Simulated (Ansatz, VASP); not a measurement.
LaFeGe in VASP and in Ansatz

File INCAR:

```
ALGO = Normal
EDIFF = 1E-7
ENCUT = 520
GGA = PE
ISIF = 2
ISMEAR = -1
ISPIN = 2
LASPH = True
LCHARG = False
LMAXMIX = 6
LORBIT = 11
LREAL = False
LWAVE = False
MAGMOM = 0 0 0.22
NBANDS = 28
NELM = 150
PREC = Accurate
SIGMA = 0.05
```

The input KPOINTS:

```
k-points
0
Gamma
  7 7 6
```

File POSCAR:

```
LaFeGe
1.0
    4.2318077991      0.0000000000      0.0000000000
   -2.1159038996      3.6648530580      0.0000000000
    0.0000000000      0.0000000000      4.2857840000
La Ge Fe
1 1 1
Direct
    0.0000000000      0.0000000000      0.0000000000
    0.6666666667      0.3333333333      0.5000000000
    0.3333333333      0.6666666667      0.5000000000
```

File input.yaml:

```yaml
crystal:
  lattice:
    - [4.2318077991, 0.0, 0.0]
    - [-2.1159038996, 3.664853058, 0.0]
    - [0.0, 0.0, 4.285784]
  atoms:
    - { symbol: La, position: [0.0, 0.0, 0.0] }
    - { symbol: Ge, position: [0.6666666667, 0.3333333333, 0.5] }
    - { symbol: Fe, position: [0.3333333333, 0.6666666667, 0.5], spin: 0.22 }
hamiltonian:
  xc: pbe
  pseudopotentials: { kind: paw }
magnetization:
  spin_polarized: true
kpoints:
  mp_grid: { grid: [7, 7, 6] }
scf:
  occupations: { method: fermi_dirac, width: 0.05 }
output:
  forces: true
  stress: true
  eigenvalues: true
  write_density: true
  write_potential: true
  elf: true
  volumetric_format: npy
```

Alike in both runs: task single point; functional PBE; k mesh 7 × 7 × 6; occupations fermi-dirac, width 0.05 eV; collinear spin.

```csv
,VASP,Ansatz
version,VASP 6.6.1,Ansatz 0.2.0
potentials or method,"VASP PAW PBE potentials, release 64 (La, Ge_d, Fe)",Ansatz PAW
plane-wave cutoff (eV),520,420
valence electrons in the cell,33,41
```

VASP gave:

```
gap on the k mesh at the Fermi level (eV)                     : none
pressure (GPa)                                                : -3.9
traceless stress, the component that is largest in VASP (GPa) : 1.43
net moment per atom (μB)                                      : 0.00
size of the moment on the site where the two differ most (μB) : 0.00
```

What did Ansatz give for the same quantities?

gap on the k mesh at the Fermi level (eV): none; pressure (GPa): -0.3; traceless stress, the component that is largest in VASP (GPa): -0.08; net moment per atom (μB): 0.71; size of the moment on the site where the two differ most (μB): 2.14.

The net moments are unlike, so the other rows may belong to different states. Site moments also hang on the region over which each program counts them. A gap of «none» marks a metal or a gap that the smearing closes. VASP's potentials hold 33 valence electrons a cell and Ansatz's 41, so a difference there can come from the potentials and not from the codes.

Neither program's run includes spin-orbit coupling.
